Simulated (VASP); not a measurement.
Input of a VASP 6.6.1 run:

File POSCAR:

```
TiMnB4
1.0
    3.0246488010      0.0000000000      0.0000000000
   -1.5123244005      2.6194226992      0.0000000000
    0.0000000000      0.0000000000      6.1339488000
Ti Mn B
1 1 4
Direct
    0.0000000000      0.0000000000      0.0000000000
    0.0000000000      0.0000000000      0.5000000000
    0.3333333333      0.6666666667      0.7415450000
    0.6666666667      0.3333333333      0.7415450000
    0.3333333333      0.6666666667      0.2584550000
    0.6666666667      0.3333333333      0.2584550000
```

File INCAR.step1:

```
SYSTEM = TiMnB4
  PREC = Accurate
  ENCUT = 520
  EDIFF = 1E-6
  ISMEAR = 0
  SIGMA = 0.1
  LREAL = .FALSE.
  LASPH = .TRUE.
  NELM = 150
  ALGO = Normal
  ISIF = 2
  LWAVE = .FALSE.
  LCHARG = .TRUE.
  ISPIN = 2
  MAGMOM = 0 2.51 0 0 0 0
  LMAXMIX = 4
  GGA = CA
  NBANDS = 32
```

KPOINTS.step1

```
Automatic mesh
0
G
  12 12 6
  0 0 0
```

The input INCAR.step2:

```
SYSTEM = TiMnB4
  PREC = Accurate
  ENCUT = 520
  EDIFF = 1E-6
  ISMEAR = -5
  SIGMA = 0.1
  LREAL = .FALSE.
  LASPH = .TRUE.
  NELM = 150
  ALGO = Normal
  ISIF = 2
  LWAVE = .FALSE.
  LCHARG = .FALSE.
  ISPIN = 2
  MAGMOM = 0 2.51 0 0 0 0
  LORBIT = 11
  LMAXMIX = 4
  GGA = CA
  NEDOS = 1001
  ICHARG = 11
```

The input KPOINTS.step2:

```
Automatic mesh
0
G
  18 18 9
  0 0 0
```

Potentials or basis: VASP PAW LDA potentials, release 64 (Ti_sv, Mn_pv, B).

Command:

```console
$ cat potpaw_LDA.64/Ti_sv/POTCAR potpaw_LDA.64/Mn_pv/POTCAR potpaw_LDA.64/B/POTCAR > POTCAR
$ cp INCAR.step1 INCAR
$ cp KPOINTS.step1 KPOINTS
$ mpirun -np 1 vasp_std > vasp.out
$ cp INCAR.step2 INCAR
$ cp KPOINTS.step2 KPOINTS
$ mpirun -np 1 vasp_std > vasp.out
```

**Question.** What does it give for the site moments?

**Answer.** Ti -0.01; Mn +2.13; B +0.01 μB.

**Question.** What does it give for the net moment?

**Answer.** 2.16 μB per cell.

Caveat: a cell with one magnetic atom can't hold antiferromagnetic order, which such compounds often take.
